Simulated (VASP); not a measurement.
Crystal: NiO.

```xyz
2
Lattice="0.0000 2.0577 2.0577 2.0577 0.0000 2.0577 2.0577 2.0577 0.0000" Properties=species:S:1:pos:R:3 pbc="T T T"
Ni    0.0000    0.0000    0.0000
O     2.0577    2.0577    2.0577
```

Base run:

| Quantity | Value |
| --- | --- |
| Program | VASP 6.6.1 |
| Functional | PBE exchange alone |
| Potentials or basis | VASP PAW PBE potentials, release 64 (Ni, O) |
| Cutoff | 520 eV |
| k mesh | 11 × 11 × 11 |
| Occupations | fermi-dirac, width 0.05 eV |
| Spin | collinear spin, ferromagnetic start |
| Starting moments | [1.0, 0.0] μB |

Its results: pressure 43.8 GPa; net moment 1.81 μB per cell; site moments Ni +1.49; O +0.28 μB.

**Question.** After a change of settings the same cell gave: pressure 21.5 GPa; net moment 1.66 μB per cell; site moments Ni +1.38; O +0.25 μB. Which change was it?
A. functional from PBE exchange alone to b88 exchange, pbe correlation; cutoff from 520 eV to 600 eV
B. functional from PBE exchange alone to RPBE
C. functional from PBE exchange alone to BLYP; dispersion from none to D3(BJ)
D. functional from PBE exchange alone to PBEsol; dispersion from none to D3(BJ)

**Answer.** B.

Caveats: the cell stands under pressure; a cell with one magnetic atom can't hold antiferromagnetic order, which such compounds often take; the PAW data sets were made with another functional, which shifts forces and pressure a little (at least some runs).
